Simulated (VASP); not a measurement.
Wanted: the native input for a VASP 6.6.1 run.

- Task: single point
- Functional: LDA
- Potentials or basis: VASP PAW LDA potentials, release 64 (Ta_pv, W_sv, C)
- Cutoff: 520 eV
- k mesh: 9 × 9 × 9
- Occupations: gaussian, width 0.02 eV
- Spin: no spin polarisation
- Dipole correction: no
- Further INCAR settings: ALGO = Normal; EDIFF = 1e-06; NBANDS = 24

The structure of TaWC2 lies in POSCAR:

```
TaWC2
1.0
    1.5718550000      0.9075110000      5.1016200000
   -1.5718550000      0.9075110000      5.1016200000
    0.0000000000     -1.8150220000      5.1016200000
Ta W C
1 1 2
Direct
    0.5000000000      0.5000000000      0.5000000000
    0.0000000000      0.0000000000      0.0000000000
    0.7490670000      0.7490670000      0.7490670000
    0.2509330000      0.2509330000      0.2509330000
```

The input as run:

INCAR

```
SYSTEM = TaWC2
PREC = Accurate ; ENCUT = 520
EDIFF = 1E-6 ; ISMEAR = 0
SIGMA = 0.02 ; LREAL = .FALSE.
LASPH = .TRUE. ; NELM = 80
ALGO = Normal ; ISIF = 2
LWAVE = .FALSE. ; LCHARG = .FALSE.
GGA = CA ; NBANDS = 24
```

KPOINTS

```
Automatic mesh
0
G
  9 9 9
  0 0 0
```

Potentials or basis: VASP PAW LDA potentials, release 64 (Ta_pv, W_sv, C).

Launch:

```bash
$ cat potpaw_LDA.64/Ta_pv/POTCAR potpaw_LDA.64/W_sv/POTCAR potpaw_LDA.64/C/POTCAR > POTCAR
$ mpirun -np 1 vasp_std > vasp.out
```

Results of the run:

```yaml
Pressure: -14.9 GPa
Largest_force: 0.181 eV/Å
```

Wall time 4.9 min on 1 thread of AMD EPYC 7R13, on a shared host, peak memory 0.23 GiB.
